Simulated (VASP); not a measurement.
Si2Mo: single point with PBEsol

Crystal: Si2Mo.

```
Si Mo
1.0
     3.19891    0.00000    0.00000
     0.00000    3.19891    0.00000
     0.00000    0.00000    7.70406
Si Mo
4 2
Direct
  0.00000 0.00000 0.33491
  0.50000 0.50000 0.16509
  0.50000 0.50000 0.83491
  0.00000 0.00000 0.66509
  0.00000 0.00000 0.00000
  0.50000 0.50000 0.50000
```

This cell differs from its parent crystal: uniaxial strain along c: -1.5 %, then relaxed in part.

- Program: VASP 6.6.1
- Task: single point
- Functional: PBEsol
- Potentials or basis: VASP PAW PBE potentials, release 64 (Si, Mo_sv)
- Cutoff: 520 eV
- k mesh: 12 × 12 × 6
- Occupations: gaussian, width 0.1 eV
- Spin: no spin polarisation
- Dipole correction: no
- Further INCAR settings: ALGO = Normal; EDIFF = 1e-07; NBANDS = 31

```
Pressure               : 3.0 GPa
Largest force          : 0.008 eV/Å
Band gap on the k mesh : zero (bands 22 and 23 overlap by 0.88 eV)
```

Forces in eV/Å, atoms in the order of the input:
```
Si   0.000  0.000 -0.008
Si   0.000  0.000  0.008
Si   0.000  0.000 -0.008
Si   0.000  0.000  0.008
Mo   0.000  0.000  0.000
Mo   0.000  0.000  0.000
```

Stress tensor (GPa, compression positive):
```
0.40 0.00 0.00
0.00 0.40 0.00
0.00 0.00 8.11
```

Levels at points of the mesh, in eV from the Fermi level:
| k point | band 18 | band 19 | band 20 | band 21 | band 22 | band 23 | band 24 | band 25 | band 26 | band 27 |
| --- | --- | --- | --- | --- | --- | --- | --- | --- | --- | --- |
| (0.00, 0.00, 0.00) | -2.24 | -0.54 | -0.54 | -0.54 | -0.54 | 0.34 | 0.50 | 3.12 | 3.24 | 3.50 |
| (0.50, 0.00, 0.00) | -2.62 | -2.22 | -2.22 | -0.75 | -0.75 | 1.91 | 1.91 | 3.36 | 3.36 | 3.77 |
| (0.50, 0.50, 0.00) | -4.50 | -2.99 | -2.99 | -1.19 | -1.19 | 2.34 | 2.34 | 2.87 | 2.87 | 3.44 |
| (0.00, 0.00, 0.50) | -2.14 | -2.01 | -2.01 | 0.42 | 0.42 | 1.74 | 1.74 | 1.74 | 1.74 | 2.16 |
| (0.50, 0.00, 0.50) | -2.67 | -2.58 | -2.58 | -0.54 | -0.54 | 2.29 | 2.29 | 3.09 | 3.09 | 4.36 |
| (0.50, 0.50, 0.50) | -2.64 | -2.03 | -2.03 | -2.03 | -2.03 | 0.47 | 0.47 | 2.34 | 2.34 | 4.20 |

Run time: 87 s on 1 thread of Intel(R) Xeon(R) 6975P-C (Granite Rapids) (shared host), peak memory 0.33 GiB.

Caveat: the cell differs from its parent crystal (uniaxial strain along c: -1.5 %, then relaxed in part); the PAW data sets were made with another functional, which shifts forces and pressure a little.
